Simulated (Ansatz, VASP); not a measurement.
# One calculation of NiO, two programs

```xyz
4
Lattice="-2.1229 -2.1229 4.2491 -4.2491 -2.1229 2.1229 -2.1229 -4.2491 2.1229" Properties=species:S:1:pos:R:3 pbc="T T T"
Ni    0.0000    0.0000    0.0000
Ni   -4.2474   -4.2474    4.2474
O     2.1254    2.1254    2.1271
O    -2.1220   -2.1220    6.3746
```

Alike in both runs: functional PBE; k mesh 10 × 10 × 10; occupations gaussian, width 0.05 eV; collinear spin; Hubbard terms Ni d U = 6.2 eV.

Ansatz relaxed the structure, and its values are those at the end. VASP's run is a single point on that final structure, the one shown.

```csv
,VASP,Ansatz
version,VASP 6.6.1,Ansatz 0.2.0
potentials or method,"VASP PAW PBE potentials, release 64 (Ni, O), cutoff 520 eV","scalar-relativistic, plane waves, PAW"
valence electrons in the cell,32,48
```

VASP gave:

```
gap on the k mesh at the Fermi level (eV)                     : 3.04
least direct gap on the mesh (eV)                             : 3.70
pressure (GPa)                                                : -8.0
net moment per atom (μB)                                      : 0.00
size of the moment on the site where the two differ most (μB) : 1.76
```

Q: Which values does Ansatz return?

A: gap on the k mesh at the Fermi level (eV): 2.77; least direct gap on the mesh (eV): 3.53; pressure (GPa): 0.0; net moment per atom (μB): 0.00; size of the moment on the site where the two differ most (μB): 1.69.

Site moments also hang on the region over which each program counts them. The programs project onto different local orbitals, so the same U acts differently, and such runs can settle in different states. VASP's potentials hold 32 valence electrons a cell and Ansatz's 48, so a difference there can come from the potentials and not from the codes.
